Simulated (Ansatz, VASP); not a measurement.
# Zn2C in VASP and in Ansatz

```
C Zn
1.0
     0.00000    2.57795    2.57795
     2.57795    0.00000    2.57795
     2.57795    2.57795    0.00000
C Zn
1 2
Direct
  0.00000 0.00000 0.00000
  0.25000 0.25000 0.25000
  0.75000 0.75000 0.75000
```

Alike in both runs: task single point; functional HSE06; k mesh 4 × 4 × 4; occupations fermi-dirac, width 0.02 eV; no spin polarisation.

|  | VASP | Ansatz |
| --- | --- | --- |
| version | VASP 6.6.1 | Ansatz 0.2.0 |
| potentials or method | VASP PAW PBE potentials, release 64 (C, Zn) | plane waves |
| plane-wave cutoff (eV) | 520 | 420 |
| valence electrons in the cell | 28 | 28 |

|  | VASP | Ansatz | Ansatz less VASP |
| --- | --- | --- | --- |
| gap on the k mesh at the Fermi level (eV) | 0.82 | 0.81 | -0.010 |
| pressure (GPa) | 1.6 | 1.0 | -0.53 |

The functional is the same, so the differences come from potentials, cutoffs and numerics. Ansatz's warnings: stress exchange threshold loose, stress scf threshold loose.

The k mesh is coarse, so the values compare programs but aren't converged.
